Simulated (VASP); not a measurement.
# TiRh (P4/mmm) in VASP: notebook

Runs on TiRh. Level: LDA. Tasks: relaxation of shape and atoms at fixed volume.

All numbers are computed with VASP 6.6.1; they aren't measurements. Logs are shortened: lines on timing, memory, paths and dates and some standing lists are left out, and cuts for length are marked.

**1. The cell of the first run**

It takes space group P4/mmm (No. 123, tetragonal). Conventional cell: a = 2.885 Å, b = 2.885 Å, c = 3.234 Å, α = 90.00°, β = 90.00°, γ = 90.00°. Within 3.4 Å of Ti (site symmetry 4/mmm) lie 8 Rh at 2.60 Å and 6 Ti at 2.88 to 3.23 Å. Within 3.4 Å of Rh (site symmetry 4/mmm) lie 8 Ti at 2.60 Å and 6 Rh at 2.88 to 3.23 Å.

**2. Relaxation of shape and atoms at fixed volume, LDA**

The input, INCAR:

```
SYSTEM = TiRh
ALGO     = Normal         ! electronic algorithm
EDIFF    = 1E-6           ! SCF threshold, eV
EDIFFG   = -0.01          ! ionic threshold
ENCUT    = 600            ! plane-wave cutoff, eV
IBRION   = 2              ! ionic algorithm
ISIF     = 4              ! what is computed and relaxed
ISMEAR   = -1             ! smearing method
LASPH    = .TRUE.         ! aspherical terms in the spheres
LCHARG   = .FALSE.        ! write CHGCAR
LREAL    = .FALSE.        ! projectors in reciprocal space
LWAVE    = .FALSE.        ! write WAVECAR
NELM     = 100            ! most SCF steps
NSW      = 50             ! ionic steps
PREC     = Accurate       ! precision mode
SIGMA    = 0.05           ! smearing width, eV
```

The input, KPOINTS:

```
k-points
0
G
  12 12 11
  0 0 0
```

The input, POSCAR:

```
TiRh
1.0
    2.8848822812      0.0000000000      0.0000000000
    0.0000000000      2.8848822812      0.0000000000
    0.0000000000      0.0000000000      3.2343894384
Ti Rh
1 1
Direct
    0.5000000000      0.5000000000      0.5000000000
    0.0000000000      0.0000000000      0.0000000000
```

Potentials or basis: VASP PAW LDA potentials, release 64 (Ti_sv, Rh_pv).

Command:

```
cat potpaw_LDA.64/Ti_sv/POTCAR potpaw_LDA.64/Rh_pv/POTCAR > POTCAR
mpirun -np 1 vasp_std > vasp.out
```

OUTCAR:

```text
SYSTEM = TiRh
   EDIFF = 1E-6
   EDIFFG = -0.01
   ENCUT = 600
   IBRION = 2
   ISIF = 4
   ISMEAR = -1
   LASPH = .TRUE.
   LREAL = .FALSE.
   NELM = 100
   NSW = 50
   PREC = Accurate

 ion  position               nearest neighbor table
   1  0.500  0.500  0.500-   2 2.60   2 2.60   2 2.60   2 2.60   2 2.60   2 2.60   2 2.60   2 2.60

   2  0.000  0.000  0.000-   1 2.60   1 2.60   1 2.60   1 2.60   1 2.60   1 2.60   1 2.60   1 2.60

  LATTYP: Found a simple tetragonal cell.
 ALAT       =     2.8848822812
 C/A-ratio  =     1.1211512717

  Lattice vectors:

 A1 = (   2.8848822812,   0.0000000000,   0.0000000000)
 A2 = (   0.0000000000,   2.8848822812,   0.0000000000)
 A3 = (   0.0000000000,   0.0000000000,   3.2343894384)

Analysis of symmetry for initial positions (statically):
=====================================================================
 Subroutine PRICEL returns:
 Original cell was already a primitive cell.

 Routine SETGRP: Setting up the symmetry group for a
 simple tetragonal supercell.

 Subroutine GETGRP returns: Found 16 space group operations
 (whereof 16 operations were pure point group operations)
 out of a pool of 16 trial point group operations.

The static configuration has the point symmetry D_4h.

Analysis of symmetry for dynamics (positions and initial velocities):
=====================================================================
 Subroutine PRICEL returns:
 Original cell was already a primitive cell.

 Routine SETGRP: Setting up the symmetry group for a
 simple tetragonal supercell.

 Subroutine GETGRP returns: Found 16 space group operations
 (whereof 16 operations were pure point group operations)
 out of a pool of 16 trial point group operations.

The dynamic configuration has the point symmetry D_4h.

 Subroutine INISYM returns: Found 16 space group operations
 (whereof 16 operations are pure point group operations),
 and found     1 'primitive' translations

----------------------------------------------------------------------------------------

                                     Primitive cell

  volume of cell :      26.9184

  direct lattice vectors                    reciprocal lattice vectors
     2.884882281  0.000000000  0.000000000     0.346634595  0.000000000  0.000000000
     0.000000000  2.884882281  0.000000000     0.000000000  0.346634595  0.000000000
     0.000000000  0.000000000  3.234389438     0.000000000  0.000000000  0.309177364

  length of vectors
     2.884882281  2.884882281  3.234389438     0.346634595  0.346634595  0.309177364

  position of ions in fractional coordinates (direct lattice)
     0.500000000  0.500000000  0.500000000
     0.000000000  0.000000000  0.000000000

  ion indices of the primitive-cell ions
   primitive index   ion index
                 1           1
                 2           2

----------------------------------------------------------------------------------------

 KPOINTS: k-points

Automatic generation of k-mesh.
 Grid dimensions read from file:
 generate k-points for:   12   12   11

 Generating k-lattice:

  Cartesian coordinates                     Fractional coordinates (reciprocal lattice)
     0.028886216  0.000000000  0.000000000     0.083333333  0.000000000  0.000000000
     0.000000000  0.028886216  0.000000000     0.000000000  0.083333333  0.000000000
     0.000000000  0.000000000  0.028107033     0.000000000  0.000000000  0.090909091

  Length of vectors
     0.028886216  0.028886216  0.028107033

  Shift w.r.t. Gamma in fractional coordinates (k-lattice)
     0.000000000  0.000000000  0.000000000

 Subroutine IBZKPT returns following result:
 ===========================================

 Found    168 irreducible k-points:

 Following reciprocal coordinates:
            Coordinates               Weight
  0.000000  0.000000  0.000000      1.000000
  0.083333  0.000000  0.000000      4.000000
  0.166667  0.000000  0.000000      4.000000
  0.250000  0.000000  0.000000      4.000000
  0.333333  0.000000  0.000000      4.000000
  0.416667  0.000000  0.000000      4.000000
[... 16 lines left out ...]
  0.333333  0.333333  0.000000      4.000000
  0.416667  0.333333  0.000000      8.000000
 [... further k-points ...]
   k-points           NKPTS =    168   k-points in BZ     NKDIM =    168   number of bands    NBANDS=     17
   number of dos      NEDOS =    301   number of ions     NIONS =      2
   total plane-waves  NPLWV =  16128
   dimension x,y,z NGX =    24 NGY =   24 NGZ =   28
   dimension x,y,z NGXF=    48 NGYF=   48 NGZF=   56
   ions per type =               1   1
   NGX,Y,Z   is equivalent  to a cutoff of  13.83, 13.83, 14.39 a.u.
   NGXF,Y,Z  is equivalent  to a cutoff of  27.66, 27.66, 28.78 a.u.
 SYSTEM =  TiRh
   PREC   = accura    normal or accurate (medium, high low for compatibility)
   ISTART =      0    job   : 0-new  1-cont  2-samecut
   ICHARG =      2    charge: 1-file 2-atom 10-const
   ISPIN  =      1    spin polarized calculation?
   LNONCOLLINEAR =      F non collinear calculations
   LSORBIT =      F    spin-orbit coupling
   LASPH  =      T    aspherical Exc in radial PAW
   ENCUT  =  600.0 eV  44.10 Ry    6.64 a.u.   5.76  5.76  6.46*2*pi/ulx,y,z
   NELM   =    100;   NELMIN=  2; NELMDL= -5     # of ELM steps
   EDIFF  = 0.1E-05   stopping-criterion for ELM
   LREAL  =      F    real-space projection
   EDIFFG = -.1E-01   stopping-criterion for IOM
   NSW    =     50    number of steps for IOM
   IBRION =      2    ionic relax: 0-MD 1-quasi-New 2-CG
   NFREE  =      1    steps in history (QN), initial steepest desc. (CG)
   ISIF   =      4    stress and relaxation
   ISYM   =      2    0-nonsym 1-usesym 2-fastsym
   POTIM  = 0.5000    time-step for ionic-motion
   TEBEG  =    0.0;   TEEND  =   0.0 temperature during run
   PSTRESS=    0.0 pullay stress
   NELECT =      27.0000    total number of electrons
   NUPDOWN=      -1.0000    fix difference up-down
   EMIN   =  10.00;   EMAX   =-10.00  energy-range for DOS
   EFERMI =   0.00;   METHOD = LEGACY
   ISMEAR =    -1;   SIGMA  =   0.05  broadening in eV -4-tet -1-fermi 0-gaus
   EFERMI_NEDOS =   21; number of points for ismear=-14 and -15
   IALGO  =     38    algorithm
   IMIX   =      4    mixing-type and parameters
     AMIX     =   0.40;   BMIX     =  1.00
     AMIX_MAG =   1.60;   BMIX_MAG =  1.00
  volume/ion in A,a.u.               =      13.46        90.83
  Fermi-wavevector in a.u.,A,eV,Ry     =   1.638752  3.096792 36.538559  2.685508
  Thomas-Fermi vector in A             =   2.729672
   LORBIT       =      0    0 simple, 1 ext, 2 COOP (PROOUT), +10 PAW based schemes
   GGA     = CA    functional components
   LHFCALC =     F    Hartree Fock is set to
   AEXX    =    0.0000 exact exchange contribution
   IVDW    =     0    specifies the selected vdW correction
   LEPSILON=     F    determine dielectric tensor
   LRPA    =     F    only Hartree local field effects (RPA)
 conjugate gradient relaxation of ions
 non-spin polarized calculation
  energy-cutoff  :      600.00
  volume of cell :       26.92
 maximum number of plane-waves:       929
 NGX is ok and might be reduce to    24
   NGX = 11   NGY = 11   NGZ = 13

--------------------------------------- Ionic step        1  -------------------------------------------

 number of electron      27.0000007 magnetization

 Free energy of the ion-electron system (eV)
  ---------------------------------------------------
  ext. energy  EPLUGINS =         0.00000000
  ---------------------------------------------------
  free energy    TOTEN  =       -18.70003984 eV

  energy without entropy =      -18.67833464  energy(sigma->0) =      -18.68918724

------------------------ aborting loop because EDIFF is reached ----------------------------------------

  FORCE on cell =-STRESS in cart. coord.  units (eV):
  Direction    XX          YY          ZZ          XY          YZ          ZX
  --------------------------------------------------------------------------------------
  -------------------------------------------------------------------------------------
  Total        1.7397151      1.7397151      2.2488850      0.0000000      0.0000000     -0.0000000
  in kB      103.5476436    103.5476436    133.8533759      0.0000000      0.0000000     -0.0000000
  external PRESSURE =     113.6495544 kB  Pullay stress =       0.0000000 kB
[... 129 lines left out ...]
  energy  without entropy=      -18.6926714547  energy(sigma->0) =      -18.70174792

--------------------------------------- Ionic step        5  -------------------------------------------

 number of electron      26.9999995 magnetization

 Free energy of the ion-electron system (eV)
  ---------------------------------------------------
  ext. energy  EPLUGINS =         0.00000000
  ---------------------------------------------------
  free energy    TOTEN  =       -18.71089273 eV

  energy without entropy =      -18.69298233  energy(sigma->0) =      -18.70193753

 E-fermi :  11.9870     XC(G=0): -13.7817

 val. band max:       11.9699555280   @ k =   0.0833   0.0833   0.3636
 cond. band min:      11.9905843500   @ k =   0.2500   0.2500   0.3636
 fundamental gap:      0.0206288220
 Fermi energy:        11.9869775924

 k-point     1 :       0.0000    0.0000    0.0000
  band No.  band energies     occupation
      1     -44.5171      2.00000
      2     -34.7344      2.00000
      3     -34.6287      2.00000
      4     -34.6287      2.00000
      5     -21.1026      2.00000
      6     -20.9141      2.00000
[... 9 lines left out ...]
     16      14.9931      0.00000
     17      15.1640      0.00000
[... 443 lines left out ...]
      1     -44.4224      2.00000
      2     -34.8299      2.00000
      3     -34.7856      2.00000
      4     -34.6871      2.00000
      5     -21.3083      2.00000
      6     -21.2125      2.00000
[... 9 lines left out ...]
     16      14.2080      0.00000
     17      14.4075      0.00000

 [... further k-points ...]

------------------------ aborting loop because EDIFF is reached ----------------------------------------

  FORCE on cell =-STRESS in cart. coord.  units (eV):
  Direction    XX          YY          ZZ          XY          YZ          ZX
  --------------------------------------------------------------------------------------
  -------------------------------------------------------------------------------------
  Total        1.8812506      1.8812506      1.8844868      0.0000000      0.0000000     -0.0000000
  in kB      111.9718177    111.9718177    112.1644342      0.0000000      0.0000000     -0.0000000
  external PRESSURE =     112.0360232 kB  Pullay stress =       0.0000000 kB
[... 17 lines left out ...]
  FREE ENERGIE OF THE ION-ELECTRON SYSTEM (eV)
  ---------------------------------------------------
  free  energy   TOTEN  =       -18.7108927292 eV

  energy  without entropy=      -18.6929823330  energy(sigma->0) =      -18.70193753

 reached required accuracy - stopping structural energy minimisation
```

Wall time 2.3 min (1 thread of Intel Xeon 6975P-C, shared host); peak memory 0.22 GiB.

Results:

```yaml
Free_energy: -18.7109 eV
Energy_gained_by_relaxing: 5.4 meV/atom
Ionic_steps: 5
Pressure_after_relaxing: 11.2 GPa
```

The path:
```
step  energy change (eV)  largest force (eV/Å)  pressure (GPa)  volume (Å³)
   1              0.0000                0.0000           11.36        26.92
   2             -0.0040                0.0000           11.31        26.92
   3             -0.0108                0.0000           11.16        26.92
   4             -0.0108                0.0000           11.23        26.92
   5             -0.0109                0.0000           11.20        26.92
```

Final structure:
```
Ti Rh
1.0
     2.84140    0.00000    0.00000
     0.00000    2.84140    0.00000
     0.00000    0.00000    3.33413
Ti Rh
1 1
Direct
  0.50000 0.50000 0.50000
  0.00000 0.00000 0.00000
```

**3. Relaxation of shape and atoms at fixed volume, LDA**

This run uses another cell than the first one, of 14.95 Å³/atom, 1.111 times its volume.

The input, INCAR:

```
SYSTEM = TiRh
  PREC = Accurate
  ENCUT = 600
  EDIFF = 1E-7
  ISMEAR = -1
  SIGMA = 0.05
  LREAL = .FALSE.
  LASPH = .TRUE.
  NELM = 80
  ALGO = Normal
  ISIF = 4
  LWAVE = .FALSE.
  LCHARG = .FALSE.
  GGA = CA
  IBRION = 2
  NSW = 50
  EDIFFG = -0.01
```

The input, KPOINTS:

```
Automatic mesh
0
G
  12 12 11
  0 0 0
```

The input, POSCAR:

```
TiRh
1.0
    2.9880000000      0.0000000000      0.0000000000
    0.0000000000      2.9880000000      0.0000000000
    0.0000000000      0.0000000000      3.3500000000
Ti Rh
1 1
Direct
    0.5000000000      0.5000000000      0.5000000000
    0.0000000000      0.0000000000      0.0000000000
```

Potentials or basis: VASP PAW LDA potentials, release 64 (Ti_sv, Rh_pv).

Command:

```
cat potpaw_LDA.64/Ti_sv/POTCAR potpaw_LDA.64/Rh_pv/POTCAR > POTCAR
mpirun -np 1 vasp_std > vasp.out
```

Wall time 2.6 min (1 thread of Intel Xeon 6975P-C, shared host); peak memory 0.23 GiB.

The run converged. Its results:

| Property | Result |
| --- | --- |
| Free energy | -18.6878 eV |
| Energy gained by relaxing | 3.4 meV/atom |
| Ionic steps | 5 |
| Pressure after relaxing | -11.8 GPa |

The path:
```csv
step,energy change (eV),largest force (eV/Å),pressure (GPa),volume (Å³)
1,0.0000,0.0000,-11.56,29.91
2,-0.0022,0.0000,-11.63,29.91
3,-0.0065,0.0000,-11.77,29.91
4,-0.0066,0.0000,-11.83,29.91
5,-0.0067,0.0000,-11.78,29.91
```

Final structure:
```
Ti Rh
1.0
     2.94747    0.00000    0.00000
     0.00000    2.94747    0.00000
     0.00000    0.00000    3.44276
Ti Rh
1 1
Direct
  0.50000 0.50000 0.50000
  0.00000 0.00000 0.00000
```

Levels at points of the mesh, in eV from the Fermi level:
| k point | band 11 | band 12 | band 13 | band 14 | band 15 | band 16 |
| --- | --- | --- | --- | --- | --- | --- |
| (0.00, 0.00, 0.00) | -2.34 | -2.34 | -1.46 | 0.18 | 1.32 | 2.60 |
| (0.50, 0.00, 0.00) | -3.03 | -2.24 | -1.55 | -0.83 | -0.31 | 0.74 |
| (0.50, 0.50, 0.00) | -4.18 | -0.20 | 0.92 | 1.78 | 1.78 | 2.23 |
